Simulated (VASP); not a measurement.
# CsCdCl3 (P4/mmm) in VASP: notebook, part 2 of 3

VASP 6.6.1. Earlier steps stand in the parts before.

**3. Single point, LDA (strain +0.030 along x and y, +0.000 along z)**

File INCAR:

```
PREC = Accurate ; ENCUT = 520
EDIFF = 1E-6 ; ISMEAR = 0
SIGMA = 0.05 ; LREAL = False
LASPH = True ; NELM = 100
ALGO = Normal ; ISIF = 2
LWAVE = False ; LCHARG = False
NBANDS = 29
```

File KPOINTS:

```
regular mesh
0
Gamma
  6 6 6
```

File POSCAR:

```
CsCdCl3
1.0
    5.3560000000      0.0000000000      0.0000000000
    0.0000000000      5.3560000000      0.0000000000
    0.0000000000      0.0000000000      5.2000000000
Cs Cd Cl
1 1 3
Direct
    0.0000000000      0.0000000000      0.0000000000
    0.5000000000      0.5000000000      0.5000000000
    0.0000000000      0.5000000000      0.5000000000
    0.5000000000      0.0000000000      0.5000000000
    0.5000000000      0.5000000000      0.0000000000
```

Potentials or basis: VASP PAW LDA potentials, release 64 (Cs_sv, Cd, Cl).

Run with:

```
cat potpaw_LDA.64/Cs_sv/POTCAR potpaw_LDA.64/Cd/POTCAR potpaw_LDA.64/Cl/POTCAR > POTCAR
mpirun -np 1 vasp_std > vasp.out
```

OUTCAR:

```text
PREC = Accurate
   ENCUT = 520
   EDIFF = 1E-6
   ISMEAR = 0
   LREAL = False
   LASPH = True
   NELM = 100
   ISIF = 2

 ion  position               nearest neighbor table
   1  0.000  0.000  0.000-
   2  0.500  0.500  0.500-   5 2.60   5 2.60   3 2.68   4 2.68   4 2.68   3 2.68
   3  0.000  0.500  0.500-   2 2.68   2 2.68
   4  0.500  0.000  0.500-   2 2.68   2 2.68
   5  0.500  0.500  0.000-   2 2.60   2 2.60

  LATTYP: Found a simple tetragonal cell.
 ALAT       =     5.3560000000
 C/A-ratio  =     0.9708737864

  Lattice vectors:

 A1 = (   5.3560000000,   0.0000000000,   0.0000000000)
 A2 = (   0.0000000000,   5.3560000000,   0.0000000000)
 A3 = (   0.0000000000,   0.0000000000,   5.2000000000)

Analysis of symmetry for initial positions (statically):
=====================================================================
 Subroutine PRICEL returns:
 Original cell was already a primitive cell.

 Routine SETGRP: Setting up the symmetry group for a
 simple tetragonal supercell.

 Subroutine GETGRP returns: Found 16 space group operations
 (whereof 16 operations were pure point group operations)
 out of a pool of 16 trial point group operations.

The static configuration has the point symmetry D_4h.

Analysis of symmetry for dynamics (positions and initial velocities):
=====================================================================
 Subroutine PRICEL returns:
 Original cell was already a primitive cell.

 Routine SETGRP: Setting up the symmetry group for a
 simple tetragonal supercell.

 Subroutine GETGRP returns: Found 16 space group operations
 (whereof 16 operations were pure point group operations)
 out of a pool of 16 trial point group operations.

The dynamic configuration has the point symmetry D_4h.

 Subroutine INISYM returns: Found 16 space group operations
 (whereof 16 operations are pure point group operations),
 and found     1 'primitive' translations

----------------------------------------------------------------------------------------

                                     Primitive cell

  volume of cell :     149.1710

  direct lattice vectors                    reciprocal lattice vectors
     5.356000000  0.000000000  0.000000000     0.186706497  0.000000000  0.000000000
     0.000000000  5.356000000  0.000000000     0.000000000  0.186706497  0.000000000
     0.000000000  0.000000000  5.200000000     0.000000000  0.000000000  0.192307692

  length of vectors
     5.356000000  5.356000000  5.200000000     0.186706497  0.186706497  0.192307692

  position of ions in fractional coordinates (direct lattice)
     0.000000000  0.000000000  0.000000000
     0.500000000  0.500000000  0.500000000
     0.000000000  0.500000000  0.500000000
     0.500000000  0.000000000  0.500000000
     0.500000000  0.500000000  0.000000000

  ion indices of the primitive-cell ions
   primitive index   ion index
                 1           1
                 2           2
                 3           3
                 4           4
                 5           5

----------------------------------------------------------------------------------------

 KPOINTS: regular mesh

Automatic generation of k-mesh.
 Grid dimensions read from file:
 generate k-points for:    6    6    6

 Generating k-lattice:

  Cartesian coordinates                     Fractional coordinates (reciprocal lattice)
     0.031117750  0.000000000  0.000000000     0.166666667  0.000000000  0.000000000
     0.000000000  0.031117750  0.000000000     0.000000000  0.166666667  0.000000000
     0.000000000  0.000000000  0.032051282     0.000000000  0.000000000  0.166666667

  Length of vectors
     0.031117750  0.031117750  0.032051282

  Shift w.r.t. Gamma in fractional coordinates (k-lattice)
     0.000000000  0.000000000  0.000000000

 Subroutine IBZKPT returns following result:
 ===========================================

 Found     40 irreducible k-points:

 Following reciprocal coordinates:
            Coordinates               Weight
  0.000000  0.000000  0.000000      1.000000
  0.166667  0.000000  0.000000      4.000000
  0.333333  0.000000  0.000000      4.000000
  0.500000  0.000000  0.000000      2.000000
  0.166667  0.166667  0.000000      4.000000
  0.333333  0.166667  0.000000      8.000000
[... 16 lines left out ...]
  0.333333  0.000000  0.333333      8.000000
  0.500000  0.000000  0.333333      4.000000
 [... further k-points ...]
   k-points           NKPTS =     40   k-points in BZ     NKDIM =     40   number of bands    NBANDS=     29
   number of dos      NEDOS =    301   number of ions     NIONS =      5
   total plane-waves  NPLWV =  64000
   dimension x,y,z NGX =    40 NGY =   40 NGZ =   40
   dimension x,y,z NGXF=    80 NGYF=   80 NGZF=   80
   ions per type =               1   1   3
   NGX,Y,Z   is equivalent  to a cutoff of  12.42, 12.42, 12.79 a.u.
   NGXF,Y,Z  is equivalent  to a cutoff of  24.83, 24.83, 25.58 a.u.
 SYSTEM =  unknown system
   PREC   = accura    normal or accurate (medium, high low for compatibility)
   ISTART =      0    job   : 0-new  1-cont  2-samecut
   ICHARG =      2    charge: 1-file 2-atom 10-const
   ISPIN  =      1    spin polarized calculation?
   LNONCOLLINEAR =      F non collinear calculations
   LSORBIT =      F    spin-orbit coupling
   LASPH  =      T    aspherical Exc in radial PAW
   ENCUT  =  520.0 eV  38.22 Ry    6.18 a.u.   9.96  9.96  9.67*2*pi/ulx,y,z
   NELM   =    100;   NELMIN=  2; NELMDL= -5     # of ELM steps
   EDIFF  = 0.1E-05   stopping-criterion for ELM
   LREAL  =      F    real-space projection
   EDIFFG = 0.1E-04   stopping-criterion for IOM
   NSW    =      0    number of steps for IOM
   IBRION =     -1    ionic relax: 0-MD 1-quasi-New 2-CG
   NFREE  =      0    steps in history (QN), initial steepest desc. (CG)
   ISIF   =      2    stress and relaxation
   ISYM   =      2    0-nonsym 1-usesym 2-fastsym
   POTIM  = 0.5000    time-step for ionic-motion
   TEBEG  =    0.0;   TEEND  =   0.0 temperature during run
   PSTRESS=    0.0 pullay stress
   NELECT =      42.0000    total number of electrons
   NUPDOWN=      -1.0000    fix difference up-down
   EMIN   =  10.00;   EMAX   =-10.00  energy-range for DOS
   EFERMI =   0.00;   METHOD = LEGACY
   ISMEAR =     0;   SIGMA  =   0.05  broadening in eV -4-tet -1-fermi 0-gaus
   EFERMI_NEDOS =   21; number of points for ismear=-14 and -15
   IALGO  =     38    algorithm
   IMIX   =      4    mixing-type and parameters
     AMIX     =   0.40;   BMIX     =  1.00
     AMIX_MAG =   1.60;   BMIX_MAG =  1.00
  volume/ion in A,a.u.               =      29.83       201.33
  Fermi-wavevector in a.u.,A,eV,Ry     =   1.072992  2.027661 15.664545  1.151312
  Thomas-Fermi vector in A             =   2.208778
   LORBIT       =      0    0 simple, 1 ext, 2 COOP (PROOUT), +10 PAW based schemes
   GGA     = CA    functional components
   LHFCALC =     F    Hartree Fock is set to
   AEXX    =    0.0000 exact exchange contribution
   IVDW    =     0    specifies the selected vdW correction
   LEPSILON=     F    determine dielectric tensor
   LRPA    =     F    only Hartree local field effects (RPA)
 non-spin polarized calculation
 Gauss-broadening in eV      SIGMA  =   0.05
  energy-cutoff  :      520.00
  volume of cell :      149.17
 maximum number of plane-waves:      4044
 NGX is ok and might be reduce to    40
   NGX = 19   NGY = 19   NGZ = 19

 number of electron      41.9999993 magnetization

 Free energy of the ion-electron system (eV)
  ---------------------------------------------------
  ext. energy  EPLUGINS =         0.00000000
  ---------------------------------------------------
  free energy    TOTEN  =       -16.66220087 eV

  energy without entropy =      -16.66220087  energy(sigma->0) =      -16.66220087

 E-fermi :  -0.3358     XC(G=0):  -8.8770

 val. band max:       -0.5751015322   @ k =   0.5000   0.5000   0.5000
 cond. band min:       0.8223295701   @ k =   0.0000   0.0000   0.0000
 fundamental gap:      1.3974311023
 Fermi energy:        -0.3357734278

 k-point     1 :       0.0000    0.0000    0.0000
  band No.  band energies     occupation
      1     -19.4883      2.00000
      2     -13.8848      2.00000
      3     -13.4039      2.00000
      4     -13.3077      2.00000
      5      -7.0928      2.00000
      6      -7.0928      2.00000
[... 757 lines left out ...]
     28       7.8896      0.00000
     29       7.9714      0.00000

 [... further k-points ...]
[... 5 lines left out ...]
  --------------------------------------------------------------------------------------
  -------------------------------------------------------------------------------------
  Total       -3.4242658     -3.4242658     -2.5479807      0.0000000     -0.0000000      0.0000000
  in kB      -36.7784623    -36.7784623    -27.3666872      0.0000000     -0.0000000      0.0000000
  external PRESSURE =     -33.6412039 kB  Pullay stress =       0.0000000 kB

 VOLUME and BASIS-vectors are now :
 -----------------------------------------------------------------------------
  energy-cutoff  :      520.00
  volume of cell :      149.17
      direct lattice vectors                 reciprocal lattice vectors
     5.356000000  0.000000000  0.000000000     0.186706497  0.000000000  0.000000000
     0.000000000  5.356000000  0.000000000     0.000000000  0.186706497  0.000000000
     0.000000000  0.000000000  5.200000000     0.000000000  0.000000000  0.192307692

 POSITION                                       TOTAL-FORCE (eV/Angst)
 -----------------------------------------------------------------------------------
      0.00000      0.00000      0.00000         0.000000      0.000000      0.000000
      2.67800      2.67800      2.60000         0.000000      0.000000      0.000000
      0.00000      2.67800      2.60000         0.000000      0.000000      0.000000
      2.67800      0.00000      2.60000         0.000000      0.000000      0.000000
      2.67800      2.67800      0.00000         0.000000      0.000000      0.000000
 -----------------------------------------------------------------------------------
    total drift:                                0.000000      0.000000     -0.000000

  FREE ENERGIE OF THE ION-ELECTRON SYSTEM (eV)
  ---------------------------------------------------
  free  energy   TOTEN  =       -16.6622008654 eV

  energy  without entropy=      -16.6622008654  energy(sigma->0) =      -16.66220087
```

stdout:

```text
POSCAR found type information on POSCAR CsCdCl
 POSCAR found :  3 types and       5 ions
 scaLAPACK will be used
 LDA part: xc-table for (Slater(with rela. corr.)+CA(PZ))
 , standard interpolation
 POSCAR, INCAR and KPOINTS ok, starting setup
 FFT: planning ... GRIDC
 FFT: planning ... GRID_SOFT
 FFT: planning ... GRID
 WAVECAR not read
 entering main loop
```

Wall time 1.9 min (1 thread of Oxide Virtual Turin-like, shared host); peak memory 0.27 GiB.

What came out:

```
Free energy            : -16.6622 eV
Pressure               : -3.4 GPa
Band gap on the k mesh : 1.40 eV, indirect (least direct gap 1.87 eV)
```

Caveat: the cell differs from its parent crystal (strain +0.030 along x and y, +0.000 along z); spin-orbit coupling is left out, which moves the levels of the heavy elements. A k mesh can miss the band edges.

**4. Single point, LDA (strain +0.015 along x and y, +0.030 along z)**

File INCAR:

```
SYSTEM = CsCdCl3
ALGO = Normal
EDIFF = 1E-6
ENCUT = 520
GGA = CA
ISIF = 2
ISMEAR = 0
LASPH = .True.
LCHARG = .True.
LELF = .True.
LREAL = .False.
LVHAR = .True.
LWAVE = .False.
NBANDS = 29
NELM = 80
PREC = Accurate
SIGMA = 0.05
```

File KPOINTS:

```
k-points
0
Gamma
  6 6 6
  0 0 0
```

Changes to POSCAR since step 3:

```diff
@@ -2,5 +2,5 @@
 1.0
-    5.3560000000      0.0000000000      0.0000000000
-    0.0000000000      5.3560000000      0.0000000000
-    0.0000000000      0.0000000000      5.2000000000
+    5.2780000000      0.0000000000      0.0000000000
+    0.0000000000      5.2780000000      0.0000000000
+    0.0000000000      0.0000000000      5.3560000000
 Cs Cd Cl
```

Potentials or basis: VASP PAW LDA potentials, release 64 (Cs_sv, Cd, Cl).

Run with:

```
cat potpaw_LDA.64/Cs_sv/POTCAR potpaw_LDA.64/Cd/POTCAR potpaw_LDA.64/Cl/POTCAR > POTCAR
mpirun -np 1 vasp_std > vasp.out
```

OUTCAR:

```text
SYSTEM = CsCdCl3
   EDIFF = 1E-6
   ENCUT = 520
   GGA = CA
   ISIF = 2
   ISMEAR = 0
   LASPH = .True.
   LREAL = .False.
   NELM = 80
   PREC = Accurate

 ion  position               nearest neighbor table
   1  0.000  0.000  0.000-
   2  0.500  0.500  0.500-   3 2.64   4 2.64   4 2.64   3 2.64   5 2.68   5 2.68
   3  0.000  0.500  0.500-   2 2.64   2 2.64
   4  0.500  0.000  0.500-   2 2.64   2 2.64
   5  0.500  0.500  0.000-   2 2.68   2 2.68

  LATTYP: Found a simple tetragonal cell.
[... 971 lines left out ...]
  --------------------------------------------------------------------------------------
  -------------------------------------------------------------------------------------
  Total       -3.0330892     -3.0330892     -3.4384179      0.0000000     -0.0000000      0.0000000
  in kB      -32.5699000    -32.5699000    -36.9223977      0.0000000     -0.0000000      0.0000000
  external PRESSURE =     -34.0207326 kB  Pullay stress =       0.0000000 kB

 VOLUME and BASIS-vectors are now :
 -----------------------------------------------------------------------------
  energy-cutoff  :      520.00
  volume of cell :      149.20
      direct lattice vectors                 reciprocal lattice vectors
     5.278000000  0.000000000  0.000000000     0.189465707  0.000000000  0.000000000
     0.000000000  5.278000000  0.000000000     0.000000000  0.189465707  0.000000000
     0.000000000  0.000000000  5.356000000     0.000000000  0.000000000  0.186706497

 POSITION                                       TOTAL-FORCE (eV/Angst)
 -----------------------------------------------------------------------------------
      0.00000      0.00000      0.00000         0.000000      0.000000      0.000000
      2.63900      2.63900      2.67800         0.000000      0.000000      0.000000
      0.00000      2.63900      2.67800         0.000000      0.000000      0.000000
      2.63900      0.00000      2.67800         0.000000      0.000000      0.000000
      2.63900      2.63900      0.00000         0.000000      0.000000      0.000000
 -----------------------------------------------------------------------------------
    total drift:                                0.000000      0.000000     -0.000000

  FREE ENERGIE OF THE ION-ELECTRON SYSTEM (eV)
  ---------------------------------------------------
  free  energy   TOTEN  =       -16.6679760946 eV

  energy  without entropy=      -16.6679760946  energy(sigma->0) =      -16.66797609
```

OSZICAR:

```text
N       E                     dE             d eps       ncg     rms          rms(c)
DAV:   1     0.292332929658E+03    0.29233E+03   -0.19294E+04  2320   0.128E+03
DAV:   2     0.536029797176E+01   -0.28697E+03   -0.27808E+03  2889   0.272E+02
DAV:   3    -0.174736644797E+02   -0.22834E+02   -0.22749E+02  2796   0.794E+01
DAV:   4    -0.177575307508E+02   -0.28387E+00   -0.28367E+00  2922   0.991E+00
DAV:   5    -0.177615125273E+02   -0.39818E-02   -0.39816E-02  2895   0.117E+00    0.738E+00
DAV:   6    -0.168118758254E+02    0.94964E+00   -0.17544E+00  3000   0.131E+01    0.635E+00
DAV:   7    -0.166850638202E+02    0.12681E+00   -0.48804E-01  2768   0.524E+00    0.354E+00
DAV:   8    -0.166709873843E+02    0.14076E-01   -0.16082E-01  2934   0.313E+00    0.875E-01
DAV:   9    -0.166679109657E+02    0.30764E-02   -0.14786E-02  2762   0.115E+00    0.180E-01
DAV:  10    -0.166679747741E+02   -0.63808E-04   -0.15952E-03  2966   0.246E-01    0.538E-02
DAV:  11    -0.166679743080E+02    0.46605E-06   -0.16096E-04  2838   0.112E-01    0.330E-02
DAV:  12    -0.166679763317E+02   -0.20237E-05   -0.33659E-06  2963   0.158E-02    0.866E-03
DAV:  13    -0.166679760946E+02    0.23715E-06   -0.10515E-06  1661   0.761E-03
   1 F= -.16667976E+02 E0= -.16667976E+02  d E =-.935308E-15
```

stdout:

```text
POSCAR found type information on POSCAR CsCdCl
 POSCAR found :  3 types and       5 ions
 scaLAPACK will be used
 LDA part: xc-table for (Slater(with rela. corr.)+CA(PZ))
 , standard interpolation
 POSCAR, INCAR and KPOINTS ok, starting setup
 FFT: planning ... GRIDC
 FFT: planning ... GRID_SOFT
 FFT: planning ... GRID
 WAVECAR not read
 entering main loop
```

It took 2.9 min on 1 thread of Oxide Virtual Turin-like, shared host; peak memory 0.27 GiB.

What came out:

| Quantity | Value |
| --- | --- |
| Free energy | -16.6680 eV |
| Pressure | -3.4 GPa |
| Band gap on the k mesh | 1.42 eV, indirect (least direct gap 1.87 eV) |

Levels at points of the mesh, in eV from the valence-band top:
```tsv
k point	band 19	band 20	band 21	band 22	band 23	band 24
(0.00, 0.00, 0.00)	-0.45	-0.45	-0.45	1.42	5.56	6.03
(0.50, 0.00, 0.00)	-0.77	-0.68	-0.67	4.05	6.86	7.31
(0.50, 0.50, 0.00)	-0.85	-0.16	-0.01	5.74	6.97	6.97
(0.00, 0.00, 0.50)	-0.72	-0.68	-0.68	3.90	6.81	7.20
(0.50, 0.00, 0.50)	-0.90	-0.17	-0.04	5.64	6.88	7.02
(0.50, 0.50, 0.50)	-0.15	-0.04	0.00	5.63	5.71	5.71
```

Caveat: the cell differs from its parent crystal (strain +0.015 along x and y, +0.030 along z); spin-orbit coupling is left out, which moves the levels of the heavy elements. A k mesh can miss the band edges.

(Continued in part 3 of 3.)
